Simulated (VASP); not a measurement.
# Mg (Fm-3m) in VASP: further runs, part 2 of 2

VASP 6.6.1. Earlier steps stand in the parts before.

**4. Relaxation of cell and atoms, LDA, target pressure 4 GPa, at which the enthalpy is minimised**

INCAR reads:

```
  ALGO = Normal
  EDIFF = 1E-7
  EDIFFG = -0.05
  ENCUT = 600
  GGA = CA
  IBRION = 2
  ISIF = 3
  ISMEAR = -1
  ISYM = 0
  LASPH = True
  LCHARG = False
  LREAL = False
  LWAVE = False
  NELM = 60
  NSW = 80
  PREC = Accurate
  PSTRESS = 40.0
  SIGMA = 0.1
```

KPOINTS reads:

```
Automatic mesh
0
Gamma
  11 11 11
  0.5 0.5 0.5
```

POSCAR reads:

```
Mg
1.0
    3.1738570000      0.0000000000      0.0000000000
    1.5869285000      2.7486407900      0.0000000000
    1.5869285000      0.9162135967      2.5914433889
Mg
1
Direct
    0.0000000000      0.0000000000      0.0000000000
```

Potentials or basis: VASP PAW LDA potentials, release 64 (Mg).

Command:

```
cat potpaw_LDA.64/Mg/POTCAR > POTCAR
mpirun -np 1 vasp_std > vasp.out
```

OUTCAR:

```text
EDIFF = 1E-7
   EDIFFG = -0.05
   ENCUT = 600
   GGA = CA
   IBRION = 2
   ISIF = 3
   ISMEAR = -1
   ISYM = 0
   LASPH = True
   LREAL = False
   NELM = 60
   NSW = 80
   PREC = Accurate
   PSTRESS = 40.0

 ion  position               nearest neighbor table
   1  0.000  0.000  0.000-

IMPORTANT INFORMATION: All symmetrisations will be switched off!
NOSYMM: (Re-)initialisation of all symmetry stuff for point group C_1.

----------------------------------------------------------------------------------------

                                     Primitive cell

  volume of cell :      22.6072

  direct lattice vectors                    reciprocal lattice vectors
[... 214 lines left out ...]
  free energy    TOTEN  =        -1.78350386 eV

  energy without entropy =       -1.77028894  energy(sigma->0) =       -1.77689640

 E-fermi :   3.2279     XC(G=0):  -9.1583

 val. band max:        3.1977289626   @ k =   0.2273   0.0909  -0.3636
 cond. band min:       3.2659676070   @ k =   0.3636  -0.3182   0.1818
 fundamental gap:      0.0682386444
 Fermi energy:         3.2279092492

 k-point     1 :       0.0455    0.0455    0.0455
  band No.  band energies     occupation
      1      -4.2497      2.00000
      2      15.5966      0.00000
      3      16.3681      0.00000
      4      16.3681      0.00000
      5      19.0491      0.00000
[... 177 lines left out ...]
 k-point    24 :       0.1818    0.0000   -0.0455
  band No.  band energies     occupation
      1      -3.3114      2.00000
      2      10.3945      0.00000
      3      14.4348      0.00000
      4      16.3430      0.00000
      5      18.6872      0.00000

 [... further k-points ...]

------------------------ aborting loop because EDIFF is reached ----------------------------------------

  FORCE on cell =-STRESS in cart. coord.  units (eV):
  Direction    XX          YY          ZZ          XY          YZ          ZX
  --------------------------------------------------------------------------------------
  -------------------------------------------------------------------------------------
  Total        0.4922042      0.4922042      0.4922042     -0.0000000      0.0000000     -0.0000000
  in kB       39.6890826     39.6890823     39.6890826     -0.0000001      0.0000000     -0.0000001
  external PRESSURE =      -0.3109175 kB  Pullay stress =      40.0000000 kB
[... 20 lines left out ...]
  energy  without entropy=       -1.7702889357  energy(sigma->0) =       -1.77689640

  enthalpy is  TOTEN    =        -1.2874438362 eV   P V=        0.4960600229

 reached required accuracy - stopping structural energy minimisation
```

OSZICAR:

```text
N       E                     dE             d eps       ncg     rms          rms(c)
DAV:   1    -0.805331463945E+00   -0.80533E+00   -0.83561E+02 28085   0.305E+02
DAV:   2    -0.180329572030E+01   -0.99796E+00   -0.93473E+00 33335   0.170E+01
DAV:   3    -0.180869817472E+01   -0.54025E-02   -0.53863E-02 34165   0.147E+00
[... 15 lines left out ...]
   2 F= -.12869383E+01 E0= -.12802718E+01  d E =-.530182E-01
       N       E                     dE             d eps       ncg     rms          rms(c)
DAV:   1    -0.178351524821E+01    0.52973E-02   -0.24806E-03 32205   0.286E-01    0.160E-02
DAV:   2    -0.178350875007E+01    0.64981E-05   -0.73945E-06 28145   0.247E-02    0.102E-02
DAV:   3    -0.178350388373E+01    0.48663E-05   -0.56510E-07 36765   0.428E-03    0.470E-04
DAV:   4    -0.178350385911E+01    0.24625E-07   -0.80974E-09 18160   0.636E-04
   3 F= -.12874438E+01 E0= -.12808364E+01  d E =-.535238E-01
```

CONTCAR:

```text
Mg
   1.00000000000000
     3.0401844914875258    0.0000000003129492   -0.0000000001572109
     1.5200922460011281    2.6328770026534558   -0.0000000002919424
     1.5200922456836494    0.8776256674928019    2.4823002424009672
  Mg
     1
Direct
     0.0000000000671600    0.9999999999892519    0.9999999999618158

  0.00000000E+00  0.00000000E+00  0.00000000E+00
```

Run time: 8.7 min. Hardware: 1 thread of Intel Xeon 8259CL, shared host; peak memory 0.57 GiB.

What came out:

| Quantity | Value |
| --- | --- |
| Free energy | -1.7835 eV |
| Relaxed volume | 19.87 Å³/atom |
| Relaxed cell | a = 3.040 Å, b = 3.040 Å, c = 3.040 Å, α = 60.00°, β = 60.00°, γ = 60.00° |
| Space group after relaxing (to 0.1 Å) | Fm-3m (No. 225) |
| Energy change on relaxing (the run minimises the enthalpy) | +14.8 meV/atom |
| Ionic steps | 3 |
| Pressure after relaxing | 4.0 GPa |
| Band gap on the k mesh | zero (bands 1 and 2 overlap by 2.40 eV) |

Step by step:
```csv
step,energy change (eV),largest force (eV/Å),pressure (GPa),volume (Å³)
1,0.0000,0.0000,-1.64,22.61
2,0.0095,0.0000,3.34,20.10
3,0.0148,0.0000,3.97,19.87
```

Final structure:
```cif
data_structure
_symmetry_space_group_name_H-M 'P 1'
_symmetry_Int_Tables_number 1
_cell_length_a 3.0402
_cell_length_b 3.0402
_cell_length_c 3.0402
_cell_angle_alpha 60.000
_cell_angle_beta 60.000
_cell_angle_gamma 60.000
_cell_volume 19.87
loop_
_atom_site_label
_atom_site_type_symbol
_atom_site_fract_x
_atom_site_fract_y
_atom_site_fract_z
_atom_site_occupancy
Mg1 Mg 0.00000 0.00000 0.00000 1
```

Caveat: the cell is relaxed towards a set pressure, so the run minimises the enthalpy, not the energy.

**5. Relaxation of cell and atoms, LDA, target pressure 6 GPa, at which the enthalpy is minimised**

INCAR reads:

```
PREC     = Accurate       # precision mode
ENCUT    = 600            # plane-wave cutoff, eV
EDIFF    = 1E-6           # SCF threshold, eV
ISMEAR   = -1             # smearing method
SIGMA    = 0.1            # smearing width, eV
LREAL    = False          # projectors in reciprocal space
LASPH    = True           # aspherical terms in the spheres
NELM     = 60             # most SCF steps
ALGO     = Normal         # electronic algorithm
ISIF     = 3              # what is computed and relaxed
LWAVE    = False          # write WAVECAR
LCHARG   = False          # write CHGCAR
IBRION   = 2              # ionic algorithm
NSW      = 80             # ionic steps
EDIFFG   = -0.05          # ionic threshold
ISYM     = 0            
PSTRESS  = 60.0
```

KPOINTS is that of step 4.

POSCAR is that of step 4.

Command:

```
cat potpaw_LDA.64/Mg/POTCAR > POTCAR
mpirun -np 1 vasp_std > vasp.out
```

Run time: 6.1 min. Hardware: 1 thread of Intel Xeon 8259CL, shared host; peak memory 0.57 GiB.

Results (log left out):

```yaml
Free_energy: -1.7650 eV
Relaxed_volume: 19.26 Å³/atom
Relaxed_cell: a = 3.009 Å, b = 3.009 Å, c = 3.009 Å, α = 60.00°, β = 60.00°, γ = 60.00°
Space_group_after_relaxing_to_0.1_Å: Fm-3m (No. 225)
Energy_change_on_relaxing_the_run_minimises_the_enthalpy: +33.3 meV/atom
Ionic_steps: 2
Pressure_after_relaxing: 5.8 GPa
Band_gap_on_the_k_mesh: zero (bands 1 and 2 overlap by 2.40 eV)
```

Step by step:
```tsv
step	energy change (eV)	largest force (eV/Å)	pressure (GPa)	volume (Å³)
1	0.0000	0.0000	-1.64	22.61
2	0.0333	0.0000	5.79	19.26
```

Final structure:
```
Mg
1.0
     3.00881    0.00000    0.00000
     1.50440    2.60570    0.00000
     1.50440    0.86857    2.45668
Mg
1
Direct
  0.00000 0.00000 0.00000
```

Levels at points of the mesh, in eV from the Fermi level:
```tsv
k point	band 1	band 2	band 3	band 4
(0.50, 0.50, 0.50)	-1.95	-1.29	12.23	12.23
(0.50, 0.00, 0.00)	-1.95	-1.29	12.23	12.23
(0.00, 0.00, 0.50)	-1.95	-1.29	12.23	12.23
(0.00, 0.50, 0.00)	-1.95	-1.29	12.23	12.23
```

Caveat: the cell is relaxed towards a set pressure, so the run minimises the enthalpy, not the energy.

**6. The runs side by side**

| cell | gap on the mesh (eV) | pressure (GPa) |
| --- | --- | --- |
| relaxed | none | 0.0 |
| relaxed to 2 GPa | none | 2.0 |
| relaxed to 4 GPa | none | 4.0 |
| relaxed to 6 GPa | none | 5.8 |

Alike in all rows: task relaxation of cell and atoms; level LDA; potentials or basis VASP PAW LDA potentials, release 64 (Mg); no spin polarisation; k mesh 11 × 11 × 11, shifted; cutoff (eV) 600; smearing fermi-dirac 0.1 eV.

Caveats: the cell is relaxed towards a set pressure, so the run minimises the enthalpy, not the energy (at least some runs).

Absolute energies hang on the potentials; compare differences alone.

The gap in the log of VASP goes by the Fermi energy; the results here count the filled bands.